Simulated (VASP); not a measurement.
# InSe (P6_3/mmc) in VASP: single point with PBE

Aim: the single point of InSe with PBE.

Everything below comes from runs of VASP 6.6.1. Logs are shortened: lines on timing, memory, paths and dates and some standing lists are left out, and cuts for length are marked.

## 1. The cell of the first run

The structure is hexagonal, space group P6_3/mmc (No. 194). The conventional cell has a = 4.042 Å, b = 4.042 Å, c = 17.428 Å, α = 90.00°, β = 90.00°, γ = 120.00°. In (site symmetry 3m) has 3 Se at 2.67 Å and 1 In at 2.81 Å within 3.5 Å. Within 3.5 Å of Se (site symmetry 3m) lie 3 In at 2.67 Å.

## 2. Single point, PBE

The input, INCAR:

```
SYSTEM = InSe
PREC = Accurate
ENCUT = 520
EDIFF = 1E-6
ISMEAR = -1
SIGMA = 0.05
LREAL = .False.
LASPH = .True.
NELM = 60
ALGO = Normal
ISIF = 2
LWAVE = .False.
LCHARG = .False.
GGA = PE
NBANDS = 48
```

The input, KPOINTS:

```
Automatic mesh
0
Gamma
  9 9 2
  0 0 0
```

The input, POSCAR:

```
InSe
1.0
    4.0417341675      0.0000000000      0.0000000000
   -2.0208670837      3.5002444644      0.0000000000
    0.0000000000      0.0000000000     17.4284434000
In Se
4 4
Direct
    0.3333333333      0.6666666667      0.3306470349
    0.6666666667      0.3333333333      0.8306470349
    0.6666666667      0.3333333333      0.6693529651
    0.3333333333      0.6666666667      0.1693529651
    0.3333333333      0.6666666667      0.5953388966
    0.6666666667      0.3333333333      0.0953388966
    0.6666666667      0.3333333333      0.4046611034
    0.3333333333      0.6666666667      0.9046611034
```

Potentials or basis: VASP PAW PBE potentials, release 64 (In_d, Se).

On the command line:

```
cat potpaw_PBE.64/In_d/POTCAR potpaw_PBE.64/Se/POTCAR > POTCAR
mpirun -np 1 vasp_std > vasp.out
```

OUTCAR:

```text
SYSTEM = InSe
   PREC = Accurate
   ENCUT = 520
   EDIFF = 1E-6
   ISMEAR = -1
   LREAL = .False.
   LASPH = .True.
   NELM = 60
   ISIF = 2
   GGA = PE

 ion  position               nearest neighbor table
   1  0.333  0.667  0.331-   7 2.67   7 2.67   7 2.67   4 2.81
   2  0.667  0.333  0.831-   8 2.67   8 2.67   8 2.67   3 2.81
   3  0.667  0.333  0.669-   5 2.67   5 2.67   5 2.67   2 2.81
   4  0.333  0.667  0.169-   6 2.67   6 2.67   6 2.67   1 2.81
   5  0.333  0.667  0.595-   3 2.67   3 2.67   3 2.67
   6  0.667  0.333  0.095-   4 2.67   4 2.67   4 2.67
   7  0.667  0.333  0.405-   1 2.67   1 2.67   1 2.67
   8  0.333  0.667  0.905-   2 2.67   2 2.67   2 2.67

  LATTYP: Found a hexagonal cell.
 ALAT       =     4.0417341675
 C/A-ratio  =     4.3121201637

  Lattice vectors:

 A1 = (   4.0417341675,   0.0000000000,   0.0000000000)
 A2 = (  -2.0208670837,   3.5002444644,   0.0000000000)
 A3 = (   0.0000000000,   0.0000000000,  17.4284434000)

Analysis of symmetry for initial positions (statically):
=====================================================================
 Subroutine PRICEL returns:
 Original cell was already a primitive cell.

 Routine SETGRP: Setting up the symmetry group for a
 hexagonal supercell.

 Subroutine GETGRP returns: Found 24 space group operations
 (whereof 12 operations were pure point group operations)
 out of a pool of 24 trial point group operations.

The static configuration has the point symmetry D_3d.
 The point group associated with its full space group is D_6h.

Analysis of symmetry for dynamics (positions and initial velocities):
=====================================================================
 Subroutine PRICEL returns:
 Original cell was already a primitive cell.

 Routine SETGRP: Setting up the symmetry group for a
 hexagonal supercell.

 Subroutine GETGRP returns: Found 24 space group operations
 (whereof 12 operations were pure point group operations)
 out of a pool of 24 trial point group operations.

The dynamic configuration has the point symmetry D_3d.
 The point group associated with its full space group is D_6h.

 Subroutine INISYM returns: Found 24 space group operations
 (whereof 12 operations are pure point group operations),
 and found     1 'primitive' translations

----------------------------------------------------------------------------------------

                                     Primitive cell

  volume of cell :     246.5612

  direct lattice vectors                    reciprocal lattice vectors
     4.041734167  0.000000000  0.000000000     0.247418548  0.142847165  0.000000000
    -2.020867084  3.500244464  0.000000000     0.000000000  0.285694331  0.000000000
     0.000000000  0.000000000 17.428443400     0.000000000  0.000000000  0.057377471

  length of vectors
     4.041734167  4.041734167 17.428443400     0.285694331  0.285694331  0.057377471

  position of ions in fractional coordinates (direct lattice)
     0.333333333  0.666666667  0.330647035
     0.666666667  0.333333333  0.830647035
     0.666666667  0.333333333  0.669352965
     0.333333333  0.666666667  0.169352965
     0.333333333  0.666666667  0.595338897
     0.666666667  0.333333333  0.095338897
     0.666666667  0.333333333  0.404661103
     0.333333333  0.666666667  0.904661103

  ion indices of the primitive-cell ions
   primitive index   ion index
                 1           1
                 2           2
                 3           3
                 4           4
                 5           5
                 6           6
                 7           7
                 8           8

----------------------------------------------------------------------------------------

 KPOINTS: Automatic mesh

Automatic generation of k-mesh.
 Grid dimensions read from file:
 generate k-points for:    9    9    2

 Generating k-lattice:

  Cartesian coordinates                     Fractional coordinates (reciprocal lattice)
     0.027490950  0.015871907  0.000000000     0.111111111  0.000000000  0.000000000
     0.000000000  0.031743815  0.000000000     0.000000000  0.111111111  0.000000000
     0.000000000  0.000000000  0.028688735     0.000000000  0.000000000  0.500000000

  Length of vectors
     0.031743815  0.031743815  0.028688735

  Shift w.r.t. Gamma in fractional coordinates (k-lattice)
     0.000000000  0.000000000  0.000000000

 Subroutine IBZKPT returns following result:
 ===========================================

 Found     24 irreducible k-points:

 Following reciprocal coordinates:
            Coordinates               Weight
  0.000000  0.000000  0.000000      1.000000
  0.111111 -0.000000  0.000000      6.000000
  0.222222 -0.000000  0.000000      6.000000
  0.333333 -0.000000  0.000000      6.000000
  0.444444 -0.000000  0.000000      6.000000
  0.111111  0.111111  0.000000      6.000000
[... 16 lines left out ...]
  0.333333  0.222222  0.500000     12.000000
  0.333333  0.333333  0.500000      2.000000
   k-points           NKPTS =     24   k-points in BZ     NKDIM =     24   number of bands    NBANDS=     48
   number of dos      NEDOS =    301   number of ions     NIONS =      8
   total plane-waves  NPLWV = 126000
   dimension x,y,z NGX =    30 NGY =   30 NGZ =  140
   dimension x,y,z NGXF=    60 NGYF=   60 NGZF=  280
   ions per type =               4   4
   NGX,Y,Z   is equivalent  to a cutoff of  12.34, 12.34, 13.35 a.u.
   NGXF,Y,Z  is equivalent  to a cutoff of  24.68, 24.68, 26.71 a.u.
 SYSTEM =  InSe
   PREC   = accura    normal or accurate (medium, high low for compatibility)
   ISTART =      0    job   : 0-new  1-cont  2-samecut
   ICHARG =      2    charge: 1-file 2-atom 10-const
   ISPIN  =      1    spin polarized calculation?
   LNONCOLLINEAR =      F non collinear calculations
   LSORBIT =      F    spin-orbit coupling
   LASPH  =      T    aspherical Exc in radial PAW
   ENCUT  =  520.0 eV  38.22 Ry    6.18 a.u.   7.51  7.51 32.41*2*pi/ulx,y,z
   NELM   =     60;   NELMIN=  2; NELMDL= -5     # of ELM steps
   EDIFF  = 0.1E-05   stopping-criterion for ELM
   LREAL  =      F    real-space projection
   EDIFFG = 0.1E-04   stopping-criterion for IOM
   NSW    =      0    number of steps for IOM
   IBRION =     -1    ionic relax: 0-MD 1-quasi-New 2-CG
   NFREE  =      0    steps in history (QN), initial steepest desc. (CG)
   ISIF   =      2    stress and relaxation
   ISYM   =      2    0-nonsym 1-usesym 2-fastsym
   POTIM  = 0.5000    time-step for ionic-motion
   TEBEG  =    0.0;   TEEND  =   0.0 temperature during run
   PSTRESS=    0.0 pullay stress
   NELECT =      76.0000    total number of electrons
   NUPDOWN=      -1.0000    fix difference up-down
   EMIN   =  10.00;   EMAX   =-10.00  energy-range for DOS
   EFERMI =   0.00;   METHOD = LEGACY
   ISMEAR =    -1;   SIGMA  =   0.05  broadening in eV -4-tet -1-fermi 0-gaus
   EFERMI_NEDOS =   21; number of points for ismear=-14 and -15
   IALGO  =     38    algorithm
   IMIX   =      4    mixing-type and parameters
     AMIX     =   0.40;   BMIX     =  1.00
     AMIX_MAG =   1.60;   BMIX_MAG =  1.00
  volume/ion in A,a.u.               =      30.82       207.98
  Fermi-wavevector in a.u.,A,eV,Ry     =   1.105871  2.089793 16.639253  1.222951
  Thomas-Fermi vector in A             =   2.242364
   LORBIT       =      0    0 simple, 1 ext, 2 COOP (PROOUT), +10 PAW based schemes
   GGA     = PE    functional components
[... 5 lines left out ...]
 non-spin polarized calculation
  energy-cutoff  :      520.00
  volume of cell :      246.56
 maximum number of plane-waves:      6688
 NGX is ok and might be reduce to    30
   NGX = 15   NGY = 15   NGZ = 65

 number of electron      75.9999987 magnetization

 Free energy of the ion-electron system (eV)
  ---------------------------------------------------
  ext. energy  EPLUGINS =         0.00000000
  ---------------------------------------------------
  free energy    TOTEN  =       -28.40371793 eV

  energy without entropy =      -28.40365602  energy(sigma->0) =      -28.40368697

 E-fermi :   3.7546     XC(G=0):  -8.6398

 val. band max:        3.4650295104   @ k =   0.0000   0.0000   0.0000
 cond. band min:       3.9998407982   @ k =   0.0000   0.0000   0.0000
 fundamental gap:      0.5348112878
 Fermi energy:         3.7546054320

 k-point     1 :       0.0000    0.0000    0.0000
  band No.  band energies     occupation
      1     -11.1483      2.00000
      2     -11.1480      2.00000
      3     -10.9731      2.00000
      4     -10.9731      2.00000
      5     -10.9729      2.00000
      6     -10.9729      2.00000
[... 40 lines left out ...]
     47       8.8421      0.00000
     48       9.0506      0.00000

 k-point     2 :       0.1111   -0.0000    0.0000
  band No.  band energies     occupation
      1     -11.1480      2.00000
      2     -11.1478      2.00000
      3     -11.0126      2.00000
      4     -11.0097      2.00000
      5     -10.9712      2.00000
      6     -10.9710      2.00000
[... 40 lines left out ...]
     47       8.4528      0.00000
     48       8.7683      0.00000

 k-point     3 :       0.2222   -0.0000    0.0000
  band No.  band energies     occupation
      1     -11.1634      2.00000
      2     -11.1618      2.00000
      3     -11.0773      2.00000
      4     -11.0728      2.00000
      5     -11.0332      2.00000
      6     -11.0267      2.00000
[... 40 lines left out ...]
     47       8.1312      0.00000
     48       8.1825      0.00000

 k-point     4 :       0.3333   -0.0000    0.0000
  band No.  band energies     occupation
      1     -11.2175      2.00000
      2     -11.2136      2.00000
      3     -11.1142      2.00000
      4     -11.1081      2.00000
      5     -11.0936      2.00000
      6     -11.0916      2.00000
[... 958 lines left out ...]
     47       8.4236      0.00000
     48       8.4236      0.00000

 k-point    23 :       0.3333    0.2222    0.5000
  band No.  band energies     occupation
      1     -11.2562      2.00000
      2     -11.2562      2.00000
      3     -11.1633      2.00000
      4     -11.1633      2.00000
      5     -11.0910      2.00000
      6     -11.0910      2.00000
[... 40 lines left out ...]
     47       8.5837      0.00000
     48       8.5837      0.00000

 k-point    24 :       0.3333    0.3333    0.5000
  band No.  band energies     occupation
      1     -11.2607      2.00000
      2     -11.2607      2.00000
      3     -11.1704      2.00000
      4     -11.1704      2.00000
      5     -11.0902      2.00000
      6     -11.0902      2.00000
[... 40 lines left out ...]
     47       9.1876      0.00000
     48       9.1876      0.00000

------------------------ aborting loop because EDIFF is reached ----------------------------------------

  FORCE on cell =-STRESS in cart. coord.  units (eV):
  Direction    XX          YY          ZZ          XY          YZ          ZX
  --------------------------------------------------------------------------------------
  -------------------------------------------------------------------------------------
  Total        1.7772096      1.7772096      1.1630360      0.0000000      0.0000000      0.0000000
  in kB       11.5484716     11.5484716      7.5575148      0.0000000      0.0000000      0.0000000
  external PRESSURE =      10.2181526 kB  Pullay stress =       0.0000000 kB

 VOLUME and BASIS-vectors are now :
 -----------------------------------------------------------------------------
  energy-cutoff  :      520.00
  volume of cell :      246.56
      direct lattice vectors                 reciprocal lattice vectors
     4.041734167  0.000000000  0.000000000     0.247418548  0.142847165  0.000000000
    -2.020867084  3.500244464  0.000000000     0.000000000  0.285694331  0.000000000
     0.000000000  0.000000000 17.428443400     0.000000000  0.000000000  0.057377471

 POSITION                                       TOTAL-FORCE (eV/Angst)
 -----------------------------------------------------------------------------------
     -0.00000      2.33350      5.76266         0.000000     -0.000000     -0.015452
      2.02087      1.16675     14.47688        -0.000000      0.000000     -0.015452
      2.02087      1.16675     11.66578        -0.000000      0.000000      0.015452
     -0.00000      2.33350      2.95156         0.000000     -0.000000      0.015452
     -0.00000      2.33350     10.37583         0.000000     -0.000000     -0.019572
      2.02087      1.16675      1.66161        -0.000000     -0.000000     -0.019572
      2.02087      1.16675      7.05261        -0.000000      0.000000      0.019572
     -0.00000      2.33350     15.76683        -0.000000      0.000000      0.019572
 -----------------------------------------------------------------------------------
    total drift:                               -0.000000      0.000000      0.000000

  FREE ENERGIE OF THE ION-ELECTRON SYSTEM (eV)
  ---------------------------------------------------
  free  energy   TOTEN  =       -28.4037179251 eV

  energy  without entropy=      -28.4036560213  energy(sigma->0) =      -28.40368697
```

Run time: 8.6 min. Hardware: 1 thread of Intel Xeon 8259CL, shared host; peak memory 0.48 GiB.

Results:

| Property | Result |
| --- | --- |
| Free energy | -28.4037 eV |
| Pressure | 1.0 GPa |
| Largest force | 0.020 eV/Å |
| Band gap on the k mesh | 0.53 eV |

Forces in eV/Å, atoms in the order of the input:
```
In   0.000  0.000 -0.015
In   0.000  0.000 -0.015
In   0.000  0.000  0.015
In   0.000  0.000  0.015
Se   0.000  0.000 -0.020
Se   0.000  0.000 -0.020
Se   0.000  0.000  0.020
Se   0.000  0.000  0.020
```

Stress tensor (GPa, compression positive):
```
1.15 0.00 0.00
0.00 1.15 0.00
0.00 0.00 0.76
```

Levels at points of the mesh, in eV from the valence-band top:
```csv
k point,band 36,band 37,band 38,band 39,band 40,band 41
"(0.00, 0.00, 0.00)",-0.97,-0.97,0.00,0.53,1.63,2.20
"(0.00, 0.00, 0.50)",-1.00,-0.74,-0.74,1.22,1.22,2.22
```

Caveat: spin-orbit coupling is left out, which moves the levels of the heavy elements; this functional lacks dispersion, which binds the layers, so the pressure and a relaxed spacing across them are unreliable.
